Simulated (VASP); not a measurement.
A run of VASP 6.6.1 is set up as follows.

Contents of INCAR:

```
PREC = Accurate
ENCUT = 520
EDIFF = 1E-6
ISMEAR = -1
SIGMA = 0.05
LREAL = F
LASPH = T
NELM = 60
ALGO = Normal
ISIF = 2
LWAVE = F
LCHARG = F
GGA = PE
NBANDS = 12
```

File KPOINTS:

```
Automatic mesh
0
Gamma
  17 17 15
```

The input POSCAR:

```
Ga
1.0
    2.1833885848      0.0000000000      0.0000000000
   -1.0916942924      1.8908699808      0.0000000000
    0.0000000000      0.0000000000      2.1121792787
Ga
1
Direct
    0.0000000000      0.0000000000      0.0000000000
```

Potentials or basis: VASP PAW PBE potentials, release 64 (Ga_d).

Launch:

```bash
$ cat potpaw_PBE.64/Ga_d/POTCAR > POTCAR
$ mpirun -np 1 vasp_std > vasp.out
```

Predict the pressure.

276.3 GPa.

Stress tensor (GPa, compression positive):
```
276.15   0.00   0.00
  0.00 276.15   0.00
  0.00   0.00 276.54
```
